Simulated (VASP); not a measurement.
The system is Si3C.

```
Si C
1.0
     2.61848    0.00000    0.00000
    -1.30924    2.26767    0.00000
     0.00000    0.00000    9.83561
Si C
3 1
Direct
  0.00000 0.00000 0.75000
  0.00000 0.00000 0.00000
  0.00000 0.00000 0.25000
  0.00000 0.00000 0.50000
```

- Program: VASP 6.6.1
- Task: relaxation of cell and atoms
- Functional: PBE
- Potentials or basis: VASP PAW PBE potentials, release 64 (Si, C)
- Cutoff: 600 eV
- k mesh: 6 × 6 × 2
- Occupations: gaussian, width 0.1 eV
- Spin: no spin polarisation

At the start: pressure -10.6 GPa; volume 14.60 Å³/atom.

Problem. Where does the relaxation end?

Solution. Over 15 steps the energy falls by 491.7 meV/atom and the volume is 12.78 Å³/atom (-12.5 %); space group P6/mmm (No. 191, to 0.05 Å).

Step by step:
```tsv
step	energy change (eV)	largest force (eV/Å)	pressure (GPa)	volume (Å³)
1	0.0000	1.9716	-10.59	58.40
2	-0.6103	1.7876	1.25	50.61
3	-0.6241	1.7224	4.92	49.22
4	-1.2051	1.8537	8.64	47.22
5	4.1467	17.9586	101.01	41.12
6	-1.1751	2.1715	10.55	46.68
7	-1.3332	1.7118	31.14	43.91
8	-1.4744	1.5260	16.03	45.51
9	-1.5061	0.2847	25.24	44.40
10	-1.5458	0.8219	20.25	44.94
11	-1.7450	1.7499	13.77	48.02
12	-1.7805	0.9060	14.80	47.16
13	-1.9648	0.0622	0.62	50.83
14	-1.9649	0.0802	0.36	50.91
15	-1.9667	0.0156	0.05	51.12
```

Final structure:
```yaml
crystal:
  lattice:
    - [2.58005, 0.00000, 0.00000]
    - [-1.29002, 2.23439, 0.00000]
    - [0.00000, 0.00000, 8.86710]
  atoms:
    - { symbol: Si, position: [0.00000, 0.00000, 0.71008] }
    - { symbol: Si, position: [0.00000, 0.00000, 0.00000] }
    - { symbol: Si, position: [0.00000, 0.00000, 0.28992] }
    - { symbol: C, position: [0.00000, 0.00000, 0.50000] }
```

Caveat: the k points lie up to 0.47 Å⁻¹ apart in the final cell.
